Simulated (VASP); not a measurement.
Input of a VASP 6.6.1 run:

INCAR

```
SYSTEM = Mg27O26
PREC = Accurate
ENCUT = 520
EDIFF = 1E-6
ISMEAR = 0
SIGMA = 0.05
LREAL = Auto
LASPH = .True.
NELM = 150
ALGO = Normal
ISIF = 2
LWAVE = .False.
LCHARG = .False.
ISPIN = 2
MAGMOM = 0 0.5 0 0.5 0.5 0 0 0 0 0.5 0.5 0 0.5 0 0 0 0 0 0 0 0 0 0 0 0 0 0 0 0 0 0 0 0 0 0 0 0 0 0 0 0 0 0 0 0 0 0 0 0 0 0 0 0
LORBIT = 11
GGA = PE
NBANDS = 141
LUSENCCL = .False.
```

File KPOINTS:

```
Automatic mesh
0
Gamma
  2 2 2
  0 0 0
```

File POSCAR:

```
Mg27O26
1.0
    0.0000000000      6.3255000000      6.3255000000
    6.3255000000      0.0000000000      6.3255000000
    6.3255000000      6.3255000000      0.0000000000
Mg O
27 26
Direct
   -0.0000054821     -0.0002995190      0.0005085354
   -0.0005613817     -0.0008924534      0.3343203194
   -0.0000153275     -0.0003319909      0.6670118074
   -0.0004937963      0.3334247969      0.0000730152
   -0.0004401064      0.3333415438      0.3342497391
   -0.0001784234      0.3330938682      0.6671438401
    0.0000084908      0.6661856625      0.0005141558
   -0.0001613899      0.6662759393      0.3339310695
   -0.0001780707      0.6662773012      0.6671458497
    0.3336985381     -0.0007583074      0.0000530610
    0.3337138894     -0.0007902174      0.3342220198
    0.3334233924     -0.0005008930      0.6671234286
    0.3337519586      0.3334659671      0.0000139323
    0.3332464394      0.3329359347      0.3337562807
    0.3332356770      0.3329334010      0.6672860191
    0.3334220205      0.6663334336      0.0003352141
    0.3332679369      0.6664163345      0.3337578742
    0.3334272268      0.6663071816      0.6671292911
    0.6664867988     -0.0003034126      0.0005079846
    0.6666013110     -0.0005251710      0.3339388704
    0.6665710765     -0.0004951820      0.6671605481
    0.6666334850      0.3331133690      0.0003466447
    0.6667455724      0.3328926599      0.3337852134
    0.6666283366      0.3330943734      0.6671471327
    0.6666318186      0.6663123768      0.0003217994
    0.6666534964      0.6662843741      0.3339129189
    0.6666268421      0.6663056108      0.6671263164
    0.1666399645      0.1662997160      0.5010902540
    0.1666178869      0.1662973557      0.8331864809
    0.1666633838      0.5002502244      0.1671137078
    0.1665281120      0.4996625457      0.5005046555
    0.1666756207      0.5002523227      0.8331637617
    0.1666153336      0.8323014788      0.1671539892
    0.1666369196      0.8323231601      0.5010864608
    0.1667408415      0.8329442839      0.8337504059
    0.5006026142      0.1662954259      0.1671110662
    0.4999907291      0.1661771620      0.5005028866
    0.5006061611      0.1663010952      0.8331641661
    0.5000150301      0.4996337900      0.1670238096
    0.5000148264      0.4996490046      0.5005087888
    0.5000507612      0.4997193585      0.8337158438
    0.5006169037      0.8323192679      0.1671182594
    0.5000425722      0.8328779450      0.5005295058
    0.5000290713      0.8328991455      0.8337371219
    0.8326784962      0.1662338304      0.1671579363
    0.8326627046      0.1662481830      0.5011252122
    0.8332685102      0.1663814766      0.8337694842
    0.8326747375      0.5002226101      0.1671312901
    0.8332427117      0.4996879448      0.5005328048
    0.8332390118      0.4996867840      0.8337303022
    0.8332689371      0.8329125799      0.1672365912
    0.8332023911      0.8328668423      0.5005559820
    0.8332659614      0.8329003213      0.8337742150
```

Potentials or basis: VASP PAW PBE potentials, release 64 (Mg, O).

Run with:

```bash
$ cat potpaw_PBE.64/Mg/POTCAR potpaw_PBE.64/O/POTCAR > POTCAR
$ mpirun -np 1 vasp_std > vasp.out
```

Question: What does it give for the band gap on the k mesh?

Answer: 2.62 eV.

Question: Estimate the largest force.

Answer: 0.026 eV/Å.

Question: Estimate the pressure.

Answer: 3.9 GPa.

Forces in eV/Å, atoms in the order of the input:
```
Mg  -0.002  0.000 -0.004
Mg   0.000  0.001 -0.018
Mg   0.000  0.002 -0.002
Mg  -0.003 -0.024  0.000
Mg   0.024 -0.002  0.001
Mg   0.002 -0.001  0.001
Mg   0.000 -0.001  0.000
Mg   0.002  0.001 -0.003
Mg   0.001 -0.002  0.000
Mg  -0.026  0.001 -0.001
Mg  -0.001  0.024  0.000
Mg  -0.001  0.003  0.000
Mg  -0.002  0.000  0.020
Mg   0.000  0.002  0.002
Mg  -0.003 -0.001  0.003
Mg  -0.004  0.001  0.001
Mg  -0.001  0.003 -0.002
Mg  -0.002  0.002  0.002
Mg  -0.003  0.002  0.000
Mg   0.001  0.002 -0.001
Mg  -0.004  0.002  0.000
Mg  -0.001 -0.002  0.000
Mg   0.003 -0.001 -0.001
Mg   0.001 -0.002  0.002
Mg  -0.003 -0.002  0.000
Mg   0.002  0.002 -0.002
Mg   0.000  0.001  0.000
O   -0.007 -0.006  0.000
O    0.005  0.005  0.003
O   -0.003  0.001 -0.007
O    0.000  0.001  0.001
O    0.000  0.002 -0.004
O    0.004  0.002  0.005
O   -0.002 -0.002  0.004
O   -0.001  0.001 -0.001
O    0.004 -0.005 -0.006
O    0.002  0.000  0.001
O    0.006 -0.002 -0.004
O    0.005  0.002  0.001
O   -0.001 -0.005  0.003
O   -0.001  0.000  0.002
O    0.006 -0.002 -0.005
O   -0.002  0.000 -0.002
O   -0.001  0.000  0.001
O    0.004  0.002  0.006
O   -0.002 -0.003  0.006
O    0.001 -0.004  0.001
O    0.001  0.006 -0.003
O    0.000 -0.002 -0.001
O    0.002 -0.002  0.001
O    0.001  0.001 -0.001
O    0.001  0.001 -0.001
O    0.000 -0.001  0.000
```

Caveat: the k points lie up to 0.43 Å⁻¹ apart.
